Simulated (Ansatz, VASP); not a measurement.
## HfO2: VASP beside Ansatz

Contents of INCAR:

```
SYSTEM = HfO2
  ALGO = Normal
  EDIFF = 1E-6
  ENCUT = 520
  GGA = PE
  ISIF = 2
  ISMEAR = 0
  LASPH = .TRUE.
  LCHARG = .FALSE.
  LREAL = .FALSE.
  LWAVE = .FALSE.
  NBANDS = 31
  NELM = 100
  PREC = Accurate
  SIGMA = 0.01
```

Contents of KPOINTS:

```
k-points
0
G
  6 6 4
  0 0 0
```

The input POSCAR:

```
HfO2
1.0
    3.5307415577      0.0000000000      0.0000000000
    0.0000000000      3.5307415577      0.0000000000
    0.0000000000      0.0000000000      5.1561748498
Hf O
2 4
Direct
    0.5000000000      0.5000000000      0.5000000000
    0.0000000000      0.0000000000      0.0000000000
    0.0000000000      0.5000000000      0.6932841984
    0.5000000000      0.0000000000      0.8067158016
    0.5000000000      0.0000000000      0.3067158016
    0.0000000000      0.5000000000      0.1932841984
```

Input for Ansatz:

```yaml
crystal:
  lattice:
    - [3.5307415577, 0.0, 0.0]
    - [0.0, 3.5307415577, 0.0]
    - [0.0, 0.0, 5.1561748498]
  atoms:
    - { symbol: Hf, position: [0.5, 0.5, 0.5] }
    - { symbol: Hf, position: [0.0, 0.0, 0.0] }
    - { symbol: O, position: [0.0, 0.5, 0.6932841984] }
    - { symbol: O, position: [0.5, 0.0, 0.8067158016] }
    - { symbol: O, position: [0.5, 0.0, 0.3067158016] }
    - { symbol: O, position: [0.0, 0.5, 0.1932841984] }
kpoints:
  mp_grid: { grid: [6, 6, 4] }
hamiltonian:
  xc: pbe
scf:
  occupations: { method: fixed }
  n_extra_bands: 5
output:
  forces: true
  stress: true
  eigenvalues: true
```

Alike in both runs: task single point; functional PBE; k mesh 6 × 6 × 4; no spin polarisation.

|  | VASP | Ansatz |
| --- | --- | --- |
| version | VASP 6.6.1 | Ansatz 0.2.0 |
| potentials or method | VASP PAW PBE potentials, release 64 (Hf_pv, O) | plane waves, PAW |
| plane-wave cutoff (eV) | 520 | 420 |
| occupations | gaussian, width 0.01 eV | fixed |
| valence electrons in the cell | 44 | 76 |

|  | VASP | Ansatz | Ansatz less VASP |
| --- | --- | --- | --- |
| gap on the k mesh at the Fermi level (eV) | 4.89 | 4.91 | +0.023 |
| pressure (GPa) | 13.1 | 16.7 | +3.56 |
| traceless stress, the component that is largest in VASP (GPa) | -1.55 | -1.61 | -0.064 |
| rms of the force components (eV/Å) | 0.157 | 0.176 | +0.0190 |

Atom by atom the forces differ by 0.019 eV/Å (rms over components). VASP's potentials hold 44 valence electrons a cell and Ansatz's 76, so a difference there can come from the potentials and not from the codes.

Neither program's run includes spin-orbit coupling.
